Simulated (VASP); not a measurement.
S: single point with LDA

Crystal: S.

```
S
1.0
     0.00000    1.64110    1.64110
     1.64110    0.00000    1.64110
     1.64110    1.64110    0.00000
S
1
Direct
  0.00000 0.00000 0.00000
```

This cell differs from its parent crystal: volume scaled by 0.6.

```yaml
Program: VASP 6.6.1
Task: single point
Functional: LDA
Potentials_or_basis: VASP PAW LDA potentials, release 64 (S)
Cutoff: 520 eV
k_mesh: 16 × 16 × 16
Occupations: fermi-dirac, width 0.08 eV
Spin: no spin polarisation
Dipole_correction: no
Further_INCAR_settings: ALGO = Normal; EDIFF = 1e-06; NBANDS = 9
```

The pressure is 137.3 GPa and the band gap on the k mesh is zero (band 3 reaches 25.91 eV, above the bottom of band 4 at 11.73 eV).

Levels at points of the mesh, in eV from the Fermi level:
```
           k point  band 1  band 2  band 3  band 4  band 5  band 6
(0.00, 0.00, 0.00)  -24.57    7.69    7.69    7.69   12.22   12.22
(0.50, 0.00, 0.00)  -15.83  -14.04    4.72    4.72   10.92   10.92
(0.50, 0.50, 0.00)  -12.10  -11.79   -1.44   -1.44    2.36    4.51
```

It took 4.2 s on 1 thread of Intel Xeon 6975P-C, with other jobs on the host, peak memory 0.11 GiB.
